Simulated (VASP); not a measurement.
# K2Nb3S6 (P1) in VASP: notebook

K2Nb3S6 is run at these levels: PBE; tasks: single point.

All numbers are computed with VASP 6.6.1; they aren't measurements. Logs are shortened: lines on timing, memory, paths and dates and some standing lists are left out, and cuts for length are marked.

## Step 1: The cell of the first run

The typed cell holds 22 atoms: a = 15.933 Å, b = 5.995 Å, c = 5.995 Å, α = 120.00°, β = 90.00°, γ = 90.00°.

## Step 2: Single point, PBE

Contents of INCAR:

```
SYSTEM = K2Nb3S6
  PREC = Accurate
  ENCUT = 520
  EDIFF = 1E-6
  ISMEAR = -1
  SIGMA = 0.05
  LREAL = Auto
  LASPH = .True.
  NELM = 100
  ALGO = Normal
  ISIF = 2
  LWAVE = .False.
  LCHARG = .False.
  GGA = PE
  NBANDS = 110
```

Contents of KPOINTS:

```
regular mesh
0
Gamma
  1 2 2
  0 0 0
```

Contents of POSCAR:

```
K2Nb3S6
1.0
   15.9327860000      0.0000000000      0.0000000000
    0.0000000000      5.1921440000      2.9975690000
    0.0000000000     -5.1921440000      2.9975690000
K Nb S
4 6 12
Direct
    0.4969815072     -0.0017685237      0.3728358786
    0.4937805604      0.3090225572     -0.0031413581
    0.0118309503      0.3279321861      0.6488593406
   -0.0016444080      0.6632855766      0.3264497723
    0.2520274860      0.3278219383      0.6759247644
    0.2508098709     -0.0059953717     -0.0111184962
    0.2553037491      0.6629970429      0.3238693145
    0.7509358376      0.3494232725      0.6759743080
    0.7493165351      0.0082204292      0.0293099830
    0.7502454373      0.6754149341      0.3468801323
    0.1578317816      0.3384428075      0.3385391068
    0.1599155352      0.9862633144      0.6439577081
    0.1565639556      0.6580728717      1.0080439049
    0.8414849732      0.3525379827      0.3660776688
    0.8532531599      0.9960651853      0.6619450223
    0.8486965180      0.6548232361      1.0181991363
    0.3480747184      0.3206131254      0.3367528935
    0.3555184887      0.9793607187      0.6504599794
    0.3530393241      0.6790573075      0.9938983442
    0.6548132888      0.3341901190      0.3485964991
    0.6524408223      1.0181722793      0.7076261927
    0.6516562766      0.6567676020      0.9949708567
```

Potentials or basis: VASP PAW PBE potentials, release 64 (K_sv, Nb_sv, S).

Launch:

```sh
$ cat potpaw_PBE.64/K_sv/POTCAR potpaw_PBE.64/Nb_sv/POTCAR potpaw_PBE.64/S/POTCAR > POTCAR
$ mpirun -np 1 vasp_std > vasp.out
```

OUTCAR:

```text
SYSTEM = K2Nb3S6
   PREC = Accurate
   ENCUT = 520
   EDIFF = 1E-6
   ISMEAR = -1
   LREAL = Auto
   LASPH = .True.
   NELM = 100
   ISIF = 2
   GGA = PE

 ion  position               nearest neighbor table
   1  0.497  0.998  0.373-  18 2.84  19 3.12  17 3.14  21 3.15   2 3.24  20 3.27  22 3.28   2 3.57
                             2 3.58
   2  0.494  0.309  0.997-  18 2.99  17 3.07  21 3.07  19 3.16   1 3.24  22 3.27  20 3.28   1 3.57
                             1 3.58
   3  0.012  0.328  0.649-  11 3.00  13 3.10  12 3.12  15 3.24  14 3.24   4 3.42   4 3.46   4 3.52

   4  0.998  0.663  0.326-  16 3.00  15 3.06  13 3.15  14 3.20  12 3.21  11 3.22   3 3.42   3 3.46
                             3 3.52
   5  0.252  0.328  0.676-  12 2.45  13 2.50  17 2.53  11 2.54  19 2.58  18 2.61
   6  0.251  0.994  0.989-  19 2.51  12 2.51  17 2.55  11 2.55  13 2.56  18 2.59
   7  0.255  0.663  0.324-  13 2.45  12 2.46  18 2.50  11 2.53  19 2.56  17 2.56
   8  0.751  0.349  0.676-  14 2.36  20 2.45  22 2.46  16 2.50  21 2.61  15 2.64
   9  0.749  0.008  0.029-  20 2.45  21 2.49  14 2.52  22 2.54  16 2.62  15 2.73
  10  0.750  0.675  0.347-  14 2.47  16 2.47  15 2.52  20 2.55  22 2.59  21 2.62
  11  0.158  0.338  0.339-   7 2.53   5 2.54   6 2.55   3 3.00   4 3.22
  12  0.160  0.986  0.644-   5 2.45   7 2.46   6 2.51   3 3.12   4 3.21
  13  0.157  0.658  0.008-   7 2.45   5 2.50   6 2.56   3 3.10   4 3.15
  14  0.841  0.353  0.366-   8 2.36  10 2.47   9 2.52   4 3.20   3 3.24
  15  0.853  0.996  0.662-  10 2.52   8 2.64   9 2.73   4 3.06   3 3.24
  16  0.849  0.655  0.018-  10 2.47   8 2.50   9 2.62   4 3.00
  17  0.348  0.321  0.337-   5 2.53   6 2.55   7 2.56   2 3.07   1 3.14
  18  0.356  0.979  0.650-   7 2.50   6 2.59   5 2.61   1 2.84   2 2.99
  19  0.353  0.679  0.994-   6 2.51   7 2.56   5 2.58   1 3.12   2 3.16
  20  0.655  0.334  0.349-   9 2.45   8 2.45  10 2.55   1 3.27   2 3.28
  21  0.652  0.018  0.708-   9 2.49   8 2.61  10 2.62   2 3.07   1 3.15
  22  0.652  0.657  0.995-   8 2.46   9 2.54  10 2.59   2 3.27   1 3.28

  LATTYP: Found a base centered orthorhombic cell.
 ALAT       =     5.9951380000
 B/A-ratio  =     1.7321182598
 C/A-ratio  =     2.6576178897

  Lattice vectors:

 A1 = (   0.0000000000,   5.1921440000,   2.9975690000)
 A2 = (   0.0000000000,  -5.1921440000,   2.9975690000)
 A3 = (  15.9327860000,   0.0000000000,   0.0000000000)

Analysis of symmetry for initial positions (statically):
=====================================================================
 Subroutine PRICEL returns:
 Original cell was already a primitive cell.

 Routine SETGRP: Setting up the symmetry group for a
 base centered orthorhombic supercell.

 Subroutine GETGRP returns: Found  1 space group operations
 (whereof  1 operations were pure point group operations)
 out of a pool of  8 trial point group operations.

The static configuration has the point symmetry C_1 .

Analysis of symmetry for dynamics (positions and initial velocities):
=====================================================================
 Subroutine PRICEL returns:
 Original cell was already a primitive cell.

 Routine SETGRP: Setting up the symmetry group for a
 base centered orthorhombic supercell.

 Subroutine GETGRP returns: Found  1 space group operations
 (whereof  1 operations were pure point group operations)
 out of a pool of  8 trial point group operations.

The dynamic configuration has the point symmetry C_1 .

 Subroutine INISYM returns: Found  1 space group operations
 (whereof  1 operations are pure point group operations),
 and found     1 'primitive' translations

----------------------------------------------------------------------------------------

                                     Primitive cell

  volume of cell :     495.9497

  direct lattice vectors                    reciprocal lattice vectors
    15.932786000  0.000000000  0.000000000     0.062763662  0.000000000  0.000000000
     0.000000000  5.192144000  2.997569000     0.000000000  0.096299332  0.166801832
     0.000000000 -5.192144000  2.997569000     0.000000000 -0.096299332  0.166801832

  length of vectors
    15.932786000  5.995313105  5.995313105     0.062763662  0.192604290  0.192604290

  position of ions in fractional coordinates (direct lattice)
     0.496981507  0.998231476  0.372835879
     0.493780560  0.309022557  0.996858642
     0.011830950  0.327932186  0.648859341
     0.998355592  0.663285577  0.326449772
     0.252027486  0.327821938  0.675924764
     0.250809871  0.994004628  0.988881504
[... 14 lines left out ...]
     0.652440822  0.018172279  0.707626193
     0.651656277  0.656767602  0.994970857

  ion indices of the primitive-cell ions
   primitive index   ion index
                 1           1
                 2           2
                 3           3
                 4           4
                 5           5
                 6           6
[... 14 lines left out ...]
                21          21
                22          22

----------------------------------------------------------------------------------------

 KPOINTS: regular mesh

Automatic generation of k-mesh.
 Grid dimensions read from file:
 generate k-points for:    1    2    2

 Generating k-lattice:

  Cartesian coordinates                     Fractional coordinates (reciprocal lattice)
     0.062763662  0.000000000  0.000000000     1.000000000  0.000000000  0.000000000
     0.000000000  0.048149666  0.083400916     0.000000000  0.500000000  0.000000000
     0.000000000 -0.048149666  0.083400916     0.000000000  0.000000000  0.500000000

  Length of vectors
     0.062763662  0.096302145  0.096302145

  Shift w.r.t. Gamma in fractional coordinates (k-lattice)
     0.000000000  0.000000000  0.000000000

 Subroutine IBZKPT returns following result:
 ===========================================

 Found      4 irreducible k-points:

 Following reciprocal coordinates:
            Coordinates               Weight
  0.000000  0.000000  0.000000      1.000000
  0.000000  0.500000 -0.000000      1.000000
  0.000000 -0.000000  0.500000      1.000000
  0.000000  0.500000  0.500000      1.000000
   k-points           NKPTS =      4   k-points in BZ     NKDIM =      4   number of bands    NBANDS=    110
   number of dos      NEDOS =    301   number of ions     NIONS =     22
   total plane-waves  NPLWV = 276480
   dimension x,y,z NGX =   120 NGY =   48 NGZ =   48
   dimension x,y,z NGXF=   240 NGYF=   96 NGZF=   96
   ions per type =               4   6  12
   NGX,Y,Z   is equivalent  to a cutoff of  12.52, 13.31, 13.31 a.u.
   NGXF,Y,Z  is equivalent  to a cutoff of  25.04, 26.62, 26.62 a.u.
 SYSTEM =  K2Nb3S6
   PREC   = accura    normal or accurate (medium, high low for compatibility)
   ISTART =      0    job   : 0-new  1-cont  2-samecut
   ICHARG =      2    charge: 1-file 2-atom 10-const
   ISPIN  =      1    spin polarized calculation?
   LNONCOLLINEAR =      F non collinear calculations
   LSORBIT =      F    spin-orbit coupling
   LASPH  =      T    aspherical Exc in radial PAW
   ENCUT  =  520.0 eV  38.22 Ry    6.18 a.u.  29.62 11.15 11.15*2*pi/ulx,y,z
   NELM   =    100;   NELMIN=  2; NELMDL= -5     # of ELM steps
   EDIFF  = 0.1E-05   stopping-criterion for ELM
   LREAL  =      T    real-space projection
   EDIFFG = 0.1E-04   stopping-criterion for IOM
   NSW    =      0    number of steps for IOM
   IBRION =     -1    ionic relax: 0-MD 1-quasi-New 2-CG
   NFREE  =      0    steps in history (QN), initial steepest desc. (CG)
   ISIF   =      2    stress and relaxation
   ISYM   =      2    0-nonsym 1-usesym 2-fastsym
   POTIM  = 0.5000    time-step for ionic-motion
   TEBEG  =    0.0;   TEEND  =   0.0 temperature during run
   PSTRESS=    0.0 pullay stress
   NELECT =     186.0000    total number of electrons
   NUPDOWN=      -1.0000    fix difference up-down
   EMIN   =  10.00;   EMAX   =-10.00  energy-range for DOS
   EFERMI =   0.00;   METHOD = LEGACY
   ISMEAR =    -1;   SIGMA  =   0.05  broadening in eV -4-tet -1-fermi 0-gaus
   EFERMI_NEDOS =   21; number of points for ismear=-14 and -15
   IALGO  =     38    algorithm
   IMIX   =      4    mixing-type and parameters
     AMIX     =   0.40;   BMIX     =  1.00
     AMIX_MAG =   1.60;   BMIX_MAG =  1.00
  volume/ion in A,a.u.               =      22.54       152.13
  Fermi-wavevector in a.u.,A,eV,Ry     =   1.180592  2.230996 18.963774  1.393798
  Thomas-Fermi vector in A             =   2.316882
   LORBIT       =      0    0 simple, 1 ext, 2 COOP (PROOUT), +10 PAW based schemes
   GGA     = PE    functional components
   LHFCALC =     F    Hartree Fock is set to
   AEXX    =    0.0000 exact exchange contribution
   IVDW    =     0    specifies the selected vdW correction
   LEPSILON=     F    determine dielectric tensor
   LRPA    =     F    only Hartree local field effects (RPA)
 non-spin polarized calculation
  energy-cutoff  :      520.00
  volume of cell :      495.95
 maximum number of plane-waves:     13376
 NGX is ok and might be reduce to   120
   NGX = 59   NGY = 23   NGZ = 23

 number of electron     186.0000001 magnetization

 Free energy of the ion-electron system (eV)
  ---------------------------------------------------
  ext. energy  EPLUGINS =         0.00000000
  ---------------------------------------------------
  free energy    TOTEN  =      -141.55243885 eV

  energy without entropy =     -141.49919116  energy(sigma->0) =     -141.52581501

 E-fermi :   5.2206     XC(G=0):  -9.4345

 val. band max:        5.1953676315   @ k =   0.0000   0.0000   0.0000
 cond. band min:       5.2391243481   @ k =   0.0000   0.0000   0.0000
 fundamental gap:      0.0437567166
 Fermi energy:         5.2205931089

 k-point     1 :       0.0000    0.0000    0.0000
  band No.  band energies     occupation
      1     -50.2028      2.00000
      2     -50.1979      2.00000
      3     -50.1723      2.00000
      4     -50.1551      2.00000
      5     -50.1259      2.00000
      6     -50.0976      2.00000
[... 97 lines left out ...]
    104       7.5178      0.00000
    105       7.5557      0.00000

 k-point     2 :       0.0000    0.5000   -0.0000
  band No.  band energies     occupation
      1     -50.1997      2.00000
      2     -50.1952      2.00000
      3     -50.1742      2.00000
      4     -50.1554      2.00000
      5     -50.1283      2.00000
      6     -50.0988      2.00000
[... 97 lines left out ...]
    104       7.4406      0.00000
    105       7.4886      0.00000

 k-point     3 :       0.0000   -0.0000    0.5000
  band No.  band energies     occupation
      1     -50.2001      2.00000
      2     -50.1955      2.00000
      3     -50.1737      2.00000
      4     -50.1547      2.00000
      5     -50.1286      2.00000
      6     -50.0989      2.00000
[... 97 lines left out ...]
    104       7.4358      0.00000
    105       7.5193      0.00000

 k-point     4 :       0.0000    0.5000    0.5000
  band No.  band energies     occupation
      1     -50.1997      2.00000
      2     -50.1950      2.00000
      3     -50.1743      2.00000
      4     -50.1561      2.00000
      5     -50.1278      2.00000
      6     -50.0987      2.00000
[... 97 lines left out ...]
    104       7.4344      0.00000
    105       7.4885      0.00000
 [bands above 105 left out]

------------------------ aborting loop because EDIFF is reached ----------------------------------------

  FORCE on cell =-STRESS in cart. coord.  units (eV):
  Direction    XX          YY          ZZ          XY          YZ          ZX
  --------------------------------------------------------------------------------------
  -------------------------------------------------------------------------------------
  Total       -2.0039917     -7.5042803     -7.0491146      0.8797057     -2.1848250     -0.2217739
  in kB       -6.4739428    -24.2427563    -22.7723324      2.8419102     -7.0581293     -0.7164458
  external PRESSURE =     -17.8296772 kB  Pullay stress =       0.0000000 kB

 VOLUME and BASIS-vectors are now :
 -----------------------------------------------------------------------------
  energy-cutoff  :      520.00
  volume of cell :      495.95
      direct lattice vectors                 reciprocal lattice vectors
    15.932786000  0.000000000  0.000000000     0.062763662  0.000000000  0.000000000
     0.000000000  5.192144000  2.997569000     0.000000000  0.096299332  0.166801832
     0.000000000 -5.192144000  2.997569000     0.000000000 -0.096299332  0.166801832

 POSITION                                       TOTAL-FORCE (eV/Angst)
 -----------------------------------------------------------------------------------
      7.91830      3.24714      4.10987         0.580876      0.424667     -0.326671
      7.86730     -3.57134      3.91447         0.163564     -0.055392      0.371962
      0.18850     -1.66630      2.92800        -0.366780     -0.120631      0.086488
     15.90659      1.74890      2.96680         0.173548     -0.126212     -0.028621
      4.01550     -1.80740      3.00880         1.113706      0.553279     -0.152745
      3.99610      0.02660      5.94384         0.651139     -0.064180      0.381133
[... 14 lines left out ...]
     10.39520     -3.57974      2.17563         0.691829      0.441965     -0.664291
     10.38270     -1.75600      4.95120         0.102634     -0.017877      1.003134
 -----------------------------------------------------------------------------------
    total drift:                               -0.003593      0.002880      0.006681

  FREE ENERGIE OF THE ION-ELECTRON SYSTEM (eV)
  ---------------------------------------------------
  free  energy   TOTEN  =      -141.5524388528 eV

  energy  without entropy=     -141.4991911581  energy(sigma->0) =     -141.52581501
```

Run time: 7.2 min. Hardware: 1 thread of Intel Xeon Platinum 8488C (Sapphire Rapids), shared host; peak memory 0.65 GiB.

Results:

| Property | Result |
| --- | --- |
| Free energy | -141.5524 eV |
| Pressure | -1.8 GPa |
| Largest force | 2.335 eV/Å |
| Band gap on the k mesh | zero (bands 93 and 94 overlap by 0.62 eV) |

Forces in eV/Å, atoms in the order of the input:
```
K    0.581  0.425 -0.327
K    0.164 -0.055  0.372
K   -0.367 -0.121  0.086
K    0.174 -0.126 -0.029
Nb   1.114  0.553 -0.153
Nb   0.651 -0.064  0.381
Nb   0.772 -0.579 -0.476
Nb  -0.337 -2.291 -0.302
Nb   0.736  0.245 -0.890
Nb  -0.663 -0.114  0.256
S   -0.006 -0.050 -0.314
S   -0.599 -0.482  0.334
S   -0.148  0.789 -0.072
S    1.273  0.842 -0.788
S   -1.000 -0.288  0.827
S   -0.274  0.890  0.244
S   -0.268  0.361  0.012
S   -1.316 -0.338  0.657
S   -0.596 -0.416 -0.379
S   -0.683  0.395  0.221
S    0.692  0.442 -0.664
S    0.103 -0.018  1.003
```

Levels at points of the mesh, in eV from the Fermi level:
```tsv
k point	band 91	band 92	band 93	band 94	band 95	band 96	band 97	band 98
(0.00, 0.00, 0.00)	0.02	0.14	0.15	0.51	1.29	1.32	1.34	1.40
(0.00, 0.50, 0.00)	-0.63	-0.56	-0.44	-0.40	1.41	1.53	1.79	1.90
(0.00, 0.00, 0.50)	-0.60	-0.53	-0.51	-0.47	1.54	1.57	1.83	1.93
(0.00, 0.50, 0.50)	-0.61	-0.56	-0.48	-0.42	1.49	1.59	1.77	1.89
```

Caveat: the k points lie up to 0.61 Å⁻¹ apart, too coarse for converged energies and pressures of a metal; forces of over 1 eV/Å act on the atoms, so gaps and moduli don't describe the material at rest.

(Continued in part 2 of 2.)

The gap in the log of VASP goes by the Fermi energy; the results here count the filled bands.